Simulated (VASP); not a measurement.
Here is a VASP 6.6.1 calculation.

INCAR

```
SYSTEM = MgO
ALGO     = Normal         ! electronic algorithm
EDIFF    = 1E-6           ! SCF threshold, eV
ENCUT    = 520            ! plane-wave cutoff, eV
GGA      = PS             ! functional
ISIF     = 2              ! what is computed and relaxed
ISMEAR   = 0              ! smearing method
LASPH    = .TRUE.         ! aspherical terms in the spheres
LCHARG   = .FALSE.        ! write CHGCAR
LREAL    = .FALSE.        ! projectors in reciprocal space
LWAVE    = .FALSE.        ! write WAVECAR
NBANDS   = 11             ! bands
NELM     = 60             ! most SCF steps
PREC     = Accurate       ! precision mode
SIGMA    = 0.05           ! smearing width, eV
```

KPOINTS

```
k-points
0
G
  10 10 10
  0 0 0
```

File POSCAR:

```
MgO
1.0
    0.0000000000      2.1071057207      2.1071057207
    2.1071057207      0.0000000000      2.1071057207
    2.1071057207      2.1071057207      0.0000000000
Mg O
1 1
Direct
    0.0000000000      0.0000000000      0.0000000000
    0.5000000000      0.5000000000      0.5000000000
```

Potentials or basis: VASP PAW PBE potentials, release 64 (Mg, O).

Run with:

```console
$ cat potpaw_PBE.64/Mg/POTCAR potpaw_PBE.64/O/POTCAR > POTCAR
$ mpirun -np 1 vasp_std > vasp.out
```

**Question.** What does it give for the band gap on the k mesh?

**Answer.** 4.62 eV.

**Question.** What does it give for the pressure?

**Answer.** -0.5 GPa.

Caveat: the PAW data sets were made with another functional, which shifts forces and pressure a little.

**Measured values to compare with.**

“Electronic structure of alkaline earth and post-transition metal oxides”, 2009, arxiv:0908.1581 quotes, for a bulk crystal of MgO: band gap 7.83 eV.

Against the measured gap of MgO, 7.83 eV (quoted in “Electronic structure of alkaline earth and post-transition metal oxides”, 2009, arxiv:0908.1581), the calculated 4.62 eV is off by -3.21 eV. The value is that of PBEsol, without temperature or zero-point motion. Semilocal functionals fall short of measured gaps as a rule.
